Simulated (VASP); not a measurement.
# Ba (P3_121) in VASP: single point with r2SCAN

Aim: the single point of Ba with r2SCAN.

Everything below comes from runs of VASP 6.6.1. Logs are shortened: lines on timing, memory, paths and dates and some standing lists are left out, and cuts for length are marked.

### Step 1. The cell of the first run

The typed cell holds 3 atoms: a = 7.108 Å, b = 7.108 Å, c = 4.435 Å, α = 90.00°, β = 90.00°, γ = 120.00°.

### Step 2. Single point, r2SCAN

The input, POSCAR:

```
Ba
1.0
    7.1081834276      0.0000000001      0.0000000000
   -3.5540917139      6.1558674230      0.0000000000
    0.0000000000      0.0000000000      4.4345582668
Ba
3
Direct
    0.3332112357      0.0000000000      0.3333333333
    0.0000000000      0.3332112357      0.6666666667
    0.6667887643      0.6667887643      0.0000000000
```

The input, INCAR.step1:

```
  ALGO = Normal
  EDIFF = 1E-4
  ENCUT = 520
  GGA = PE
  ISMEAR = 0
  LASPH = T
  LCHARG = F
  LREAL = F
  LWAVE = T
  NBANDS = 22
  NELM = 100
  PREC = Accurate
  SIGMA = 0.1
```

The input, INCAR.step2:

```
  ALGO = Normal
  EDIFF = 1E-6
  ENCUT = 520
  ISIF = 2
  ISMEAR = 0
  ISTART = 1
  LASPH = T
  LCHARG = F
  LMIXTAU = T
  LREAL = F
  LWAVE = F
  METAGGA = R2SCAN
  NBANDS = 22
  NELM = 100
  PREC = Accurate
  SIGMA = 0.1
```

The input, KPOINTS:

```
k-points
0
Gamma
  3 3 4
```

Potentials or basis: VASP PAW PBE potentials, release 64 (Ba_sv).

Run with:

```sh
$ cat potpaw_PBE.64/Ba_sv/POTCAR > POTCAR
$ cp INCAR.step1 INCAR
$ mpirun -np 1 vasp_std > vasp.out
$ cp INCAR.step2 INCAR
$ mpirun -np 1 vasp_std > vasp.out
```

OUTCAR:

```text
EDIFF = 1E-6
   ENCUT = 520
   ISIF = 2
   ISMEAR = 0
   ISTART = 1
   LASPH = T
   LREAL = F
   METAGGA = R2SCAN
   NELM = 100
   PREC = Accurate

 ion  position               nearest neighbor table
   1  0.333  0.000  0.333-   3 4.36   2 4.36   3 4.36   3 4.36   2 4.36   2 4.36
   2  0.000  0.333  0.667-   3 4.36   1 4.36   3 4.36   3 4.36   1 4.36   1 4.36
   3  0.667  0.667  0.000-   2 4.36   1 4.36   1 4.36   2 4.36   2 4.36   1 4.36

  LATTYP: Found a hexagonal cell.
 ALAT       =     7.1081834276
 C/A-ratio  =     0.6238666056

  Lattice vectors:

 A1 = (   7.1081834276,   0.0000000001,   0.0000000000)
 A2 = (  -3.5540917139,   6.1558674230,   0.0000000000)
 A3 = (   0.0000000000,   0.0000000000,   4.4345582668)

Analysis of symmetry for initial positions (statically):
=====================================================================
 Subroutine PRICEL returns:
 Original cell was already a primitive cell.

 Routine SETGRP: Setting up the symmetry group for a
 hexagonal supercell.

 Subroutine GETGRP returns: Found  6 space group operations
 (whereof  2 operations were pure point group operations)
 out of a pool of 24 trial point group operations.

The static configuration has the point symmetry C_2 .
 The point group associated with its full space group is D_3 .

Analysis of symmetry for dynamics (positions and initial velocities):
=====================================================================
 Subroutine PRICEL returns:
 Original cell was already a primitive cell.

 Routine SETGRP: Setting up the symmetry group for a
 hexagonal supercell.

 Subroutine GETGRP returns: Found  6 space group operations
 (whereof  2 operations were pure point group operations)
 out of a pool of 24 trial point group operations.

The dynamic configuration has the point symmetry C_2 .
 The point group associated with its full space group is D_3 .

 Subroutine INISYM returns: Found  6 space group operations
 (whereof  2 operations are pure point group operations),
 and found     1 'primitive' translations

----------------------------------------------------------------------------------------

                                     Primitive cell

  volume of cell :     194.0431

  direct lattice vectors                    reciprocal lattice vectors
     7.108183428  0.000000000  0.000000000     0.140682920  0.081223322  0.000000000
    -3.554091714  6.155867423  0.000000000    -0.000000000  0.162446643  0.000000000
     0.000000000  0.000000000  4.434558267     0.000000000  0.000000000  0.225501604

  length of vectors
     7.108183428  7.108183428  4.434558267     0.162446643  0.162446643  0.225501604

  position of ions in fractional coordinates (direct lattice)
     0.333211236  0.000000000  0.333333333
     0.000000000  0.333211236  0.666666667
     0.666788764  0.666788764  0.000000000

  ion indices of the primitive-cell ions
   primitive index   ion index
                 1           1
                 2           2
                 3           3

----------------------------------------------------------------------------------------

 KPOINTS: k-points

Automatic generation of k-mesh.
 Grid dimensions read from file:
 generate k-points for:    3    3    4

 Generating k-lattice:

  Cartesian coordinates                     Fractional coordinates (reciprocal lattice)
     0.046894307  0.027074441  0.000000000     0.333333333  0.000000000  0.000000000
    -0.000000000  0.054148881  0.000000000    -0.000000000  0.333333333  0.000000000
     0.000000000  0.000000000  0.056375401     0.000000000  0.000000000  0.250000000

  Length of vectors
     0.054148881  0.054148881  0.056375401

  Shift w.r.t. Gamma in fractional coordinates (k-lattice)
     0.000000000  0.000000000  0.000000000

 Subroutine IBZKPT returns following result:
 ===========================================

 Found     10 irreducible k-points:

 Following reciprocal coordinates:
            Coordinates               Weight
  0.000000  0.000000  0.000000      1.000000
  0.333333  0.000000  0.000000      6.000000
  0.333333  0.333333  0.000000      2.000000
  0.000000  0.000000  0.250000      2.000000
  0.333333  0.000000  0.250000      6.000000
 -0.000000  0.333333  0.250000      6.000000
  0.333333  0.333333  0.250000      4.000000
  0.000000  0.000000  0.500000      1.000000
  0.333333  0.000000  0.500000      6.000000
  0.333333  0.333333  0.500000      2.000000
   k-points           NKPTS =     10   k-points in BZ     NKDIM =     10   number of bands    NBANDS=     22
   number of dos      NEDOS =    301   number of ions     NIONS =      3
   total plane-waves  NPLWV = 104976
   dimension x,y,z NGX =    54 NGY =   54 NGZ =   36
   dimension x,y,z NGXF=   108 NGYF=  108 NGZF=   72
   ions per type =               3
   NGX,Y,Z   is equivalent  to a cutoff of  12.63, 12.63, 13.50 a.u.
   NGXF,Y,Z  is equivalent  to a cutoff of  25.26, 25.26, 26.99 a.u.
 SYSTEM =  unknown system
   PREC   = accura    normal or accurate (medium, high low for compatibility)
   ISTART =      1    job   : 0-new  1-cont  2-samecut
   ICHARG =      0    charge: 1-file 2-atom 10-const
   ISPIN  =      1    spin polarized calculation?
   LNONCOLLINEAR =      F non collinear calculations
   LSORBIT =      F    spin-orbit coupling
   LASPH  =      T    aspherical Exc in radial PAW
   ENCUT  =  520.0 eV  38.22 Ry    6.18 a.u.  13.22 13.22  8.25*2*pi/ulx,y,z
   NELM   =    100;   NELMIN=  2; NELMDL=  0     # of ELM steps
   EDIFF  = 0.1E-05   stopping-criterion for ELM
   LREAL  =      F    real-space projection
   EDIFFG = 0.1E-04   stopping-criterion for IOM
   NSW    =      0    number of steps for IOM
   IBRION =     -1    ionic relax: 0-MD 1-quasi-New 2-CG
   NFREE  =      0    steps in history (QN), initial steepest desc. (CG)
   ISIF   =      2    stress and relaxation
   ISYM   =      2    0-nonsym 1-usesym 2-fastsym
   POTIM  = 0.5000    time-step for ionic-motion
   TEBEG  =    0.0;   TEEND  =   0.0 temperature during run
   PSTRESS=    0.0 pullay stress
   NELECT =      30.0000    total number of electrons
   NUPDOWN=      -1.0000    fix difference up-down
   EMIN   =  10.00;   EMAX   =-10.00  energy-range for DOS
   EFERMI =   0.00;   METHOD = LEGACY
   ISMEAR =     0;   SIGMA  =   0.10  broadening in eV -4-tet -1-fermi 0-gaus
   EFERMI_NEDOS =   21; number of points for ismear=-14 and -15
   IALGO  =     38    algorithm
   IMIX   =      4    mixing-type and parameters
     AMIX     =   0.40;   BMIX     =  1.00
     AMIX_MAG =   1.60;   BMIX_MAG =  1.00
  volume/ion in A,a.u.               =      64.68       436.49
  Fermi-wavevector in a.u.,A,eV,Ry     =   0.878650  1.660407 10.504045  0.772026
  Thomas-Fermi vector in A             =   1.998765
   LORBIT       =      0    0 simple, 1 ext, 2 COOP (PROOUT), +10 PAW based schemes
   METAGGA = R2SCAN    functional components
   LHFCALC =     F    Hartree Fock is set to
   AEXX    =    0.0000 exact exchange contribution
   IVDW    =     0    specifies the selected vdW correction
   LEPSILON=     F    determine dielectric tensor
   LRPA    =     F    only Hartree local field effects (RPA)
 non-spin polarized calculation
 Gauss-broadening in eV      SIGMA  =   0.10
  energy-cutoff  :      520.00
  volume of cell :      194.04
 maximum number of plane-waves:      5243
 NGX is ok and might be reduce to    54
   NGX = 27   NGY = 27   NGZ = 17

 number of electron      29.9999998 magnetization

 Free energy of the ion-electron system (eV)
  ---------------------------------------------------
  ext. energy  EPLUGINS =         0.00000000
  ---------------------------------------------------
  free energy    TOTEN  =       -79.32910913 eV

  energy without entropy =      -79.31549426  energy(sigma->0) =      -79.32230170

 E-fermi :   1.5767     XC(G=0):  -7.7417

 val. band max:        1.4877280231   @ k =   0.0000   0.0000   0.2500
 cond. band min:       1.6163095912   @ k =   0.3333   0.0000   0.2500
 fundamental gap:      0.1285815681
 Fermi energy:         1.5766853549

 k-point     1 :       0.0000    0.0000    0.0000
  band No.  band energies     occupation
      1     -28.3292      2.00000
      2     -28.2801      2.00000
      3     -28.2801      2.00000
      4     -13.1769      2.00000
      5     -13.1764      2.00000
      6     -13.1764      2.00000
[... 14 lines left out ...]
     21       3.6948      0.00000
     22       3.8385      0.00000

 k-point     2 :       0.3333    0.0000    0.0000
  band No.  band energies     occupation
      1     -28.3151      2.00000
      2     -28.2900      2.00000
      3     -28.2843      2.00000
      4     -13.2982      2.00000
      5     -13.2191      2.00000
      6     -13.0314      2.00000
[... 14 lines left out ...]
     21       3.3069      0.00000
     22       4.4319      0.00000

 k-point     3 :       0.3333    0.3333    0.0000
  band No.  band energies     occupation
      1     -28.2966      2.00000
      2     -28.2965      2.00000
      3     -28.2965      2.00000
      4     -13.2102      2.00000
      5     -13.2098      2.00000
      6     -13.2098      2.00000
[... 14 lines left out ...]
     21       2.7759      0.00000
     22       5.0095      0.00000

 k-point     4 :       0.0000    0.0000    0.2500
  band No.  band energies     occupation
      1     -28.3156      2.00000
      2     -28.2844      2.00000
      3     -28.2665      2.00000
      4     -13.1884      2.00000
      5     -13.1884      2.00000
      6     -13.0939      2.00000
[... 14 lines left out ...]
     21       3.2916      0.00000
     22       4.7027      0.00000

 k-point     5 :       0.3333    0.0000    0.2500
  band No.  band energies     occupation
      1     -28.3051      2.00000
      2     -28.2834      2.00000
      3     -28.2779      2.00000
      4     -13.2245      2.00000
      5     -13.1738      2.00000
      6     -13.1419      2.00000
[... 67 lines left out ...]
 k-point     8 :       0.0000    0.0000    0.5000
  band No.  band energies     occupation
      1     -28.2931      2.00000
      2     -28.2931      2.00000
      3     -28.2572      2.00000
      4     -13.1989      2.00000
      5     -13.1989      2.00000
      6     -13.1783      2.00000
[... 14 lines left out ...]
     21       5.5068      0.00000
     22       5.5075      0.00000

 k-point     9 :       0.3333    0.0000    0.5000
  band No.  band energies     occupation
      1     -28.2900      2.00000
      2     -28.2859      2.00000
      3     -28.2675      2.00000
      4     -13.2789      2.00000
      5     -13.2148      2.00000
      6     -13.1842      2.00000
[... 14 lines left out ...]
     21       3.6718      0.00000
     22       4.7366      0.00000

 k-point    10 :       0.3333    0.3333    0.5000
  band No.  band energies     occupation
      1     -28.2812      2.00000
      2     -28.2812      2.00000
      3     -28.2811      2.00000
      4     -13.2702      2.00000
      5     -13.2702      2.00000
      6     -13.2701      2.00000
[... 14 lines left out ...]
     21       3.0350      0.00000
     22       3.9757      0.00000

------------------------ aborting loop because EDIFF is reached ----------------------------------------

  FORCE on cell =-STRESS in cart. coord.  units (eV):
  Direction    XX          YY          ZZ          XY          YZ          ZX
  --------------------------------------------------------------------------------------
  -------------------------------------------------------------------------------------
  Total        0.3177535      0.3177535      0.1289914     -0.0000000      0.0000000      0.0000000
  in kB        2.6236302      2.6236302      1.0650575     -0.0000000      0.0000000      0.0000000
  external PRESSURE =       2.1041059 kB  Pullay stress =       0.0000000 kB

 VOLUME and BASIS-vectors are now :
 -----------------------------------------------------------------------------
  energy-cutoff  :      520.00
  volume of cell :      194.04
      direct lattice vectors                 reciprocal lattice vectors
     7.108183428  0.000000000  0.000000000     0.140682920  0.081223322  0.000000000
    -3.554091714  6.155867423  0.000000000    -0.000000000  0.162446643  0.000000000
     0.000000000  0.000000000  4.434558267     0.000000000  0.000000000  0.225501604

 POSITION                                       TOTAL-FORCE (eV/Angst)
 -----------------------------------------------------------------------------------
      2.36853      0.00000      1.47819         0.002133      0.000000     -0.000000
     -1.18426      2.05120      2.95637        -0.001067      0.001847      0.000000
      2.36983      4.10466      0.00000        -0.001067     -0.001847      0.000000
 -----------------------------------------------------------------------------------
    total drift:                                0.000000     -0.000000     -0.000000

  FREE ENERGIE OF THE ION-ELECTRON SYSTEM (eV)
  ---------------------------------------------------
  free  energy   TOTEN  =       -79.3291091307 eV

  energy  without entropy=      -79.3154942619  energy(sigma->0) =      -79.32230170
```

Wall time 1.7 min (1 thread of Intel Xeon 6975P-C (Granite Rapids), shared host); peak memory 0.35 GiB.

What came out:

- Free energy: -79.3291 eV
- Pressure: 0.2 GPa
- Band gap on the k mesh: zero (bands 15 and 16 overlap by 0.78 eV)

Forces in eV/Å, atoms in the order of the input:
```
Ba   0.002  0.000  0.000
Ba  -0.001  0.002  0.000
Ba  -0.001 -0.002  0.000
```

Levels at points of the mesh, in eV from the Fermi level:
| k point | band 12 | band 13 | band 14 | band 15 | band 16 | band 17 | band 18 | band 19 |
| --- | --- | --- | --- | --- | --- | --- | --- | --- |
| (0.00, 0.00, 0.00) | -14.45 | -2.81 | 0.32 | 0.32 | 0.58 | 0.58 | 0.58 | 0.58 |
| (0.00, 0.00, 0.50) | -14.55 | -0.52 | -0.52 | -0.46 | -0.46 | 0.74 | 0.74 | 0.74 |

Caveat: the PAW data sets were made with another functional, which shifts forces and pressure a little; spin-orbit coupling is left out, which moves the levels of the heavy elements.
